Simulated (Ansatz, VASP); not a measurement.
**One calculation of Fe, two programs**

```
Fe
1.0
    -1.41631    1.41631    1.41631
     1.41631   -1.41631    1.41631
     1.41631    1.41631   -1.41631
Fe
1
Direct
  0.00000 0.00000 0.00000
```

Alike in both runs: task single point; functional PBE; k mesh 15 × 15 × 15; collinear spin.

|  | VASP | Ansatz |
| --- | --- | --- |
| version | VASP 6.6.1 | Ansatz 0.2.0 |
| potentials or method | VASP PAW PBE potentials, release 64 (Fe), cutoff 520 eV | plane waves (420 eV) with PAW, scalar-relativistic |
| occupations | methfessel-paxton of order 1, width 0.01 eV | cold, width 0.01 eV |
| valence electrons in the cell | 8 | 16 |

Ansatz gave:

* pressure (GPa): -0.2
* net moment per atom (μB): 2.17
* size of the moment on the site where the two differ most (μB): 2.22

**Question.** What did VASP give for the same quantities?

**Answer.** Pressure (GPa): -0.4; net moment per atom (μB): 2.18; size of the moment on the site where the two differ most (μB): 2.18.

Site moments also hang on the region over which each program counts them. VASP's potentials hold 8 valence electrons a cell and Ansatz's 16, so a difference there can come from the potentials and not from the codes. Ansatz's warnings: stability check not made.
